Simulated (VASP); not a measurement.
C, 2 atoms in the cell. The structure is trigonal, space group R-3m (No. 166). The conventional cell has a = 3.178 Å, b = 3.178 Å, c = 3.892 Å, α = 90.00°, β = 90.00°, γ = 120.00°. C (site symmetry 3m) has 1 C at 0.97 Å within 1.3 Å.  This cell differs from its parent crystal: ratio of the length along [111] to the lengths across it x 0.5, volume and fractional coordinates fixed.

| Item | Value |
| --- | --- |
| Program | VASP 6.6.1 |
| Task | single point |
| Functional | r2SCAN |
| Potentials or basis | VASP PAW PBE potentials, release 64 (C) |
| Cutoff | 520 eV |
| k mesh | 12 × 12 × 12 |
| Occupations | gaussian, width 0.05 eV |
| Spin | no spin polarisation |
| Dipole correction | no |
| Further INCAR settings | ALGO = Normal; EDIFF = 1e-06; NBANDS = 11 |

Potentials or basis: VASP PAW PBE potentials, release 64 (C).

The run is started by

```console
$ cat potpaw_PBE.64/C/POTCAR > POTCAR
$ cp INCAR.step1 INCAR
$ mpirun -np 1 vasp_std > vasp.out
$ cp INCAR.step2 INCAR
$ mpirun -np 1 vasp_std > vasp.out
```

Hardware: 1 thread of Intel Xeon 8259CL, on a shared host.

Problem. Estimate the wall time of this run.

Solution. Run time: 2.1 min on 1 thread of Intel Xeon 8259CL, with other jobs on the host, peak memory 0.13 GiB. Counts: k points 189.
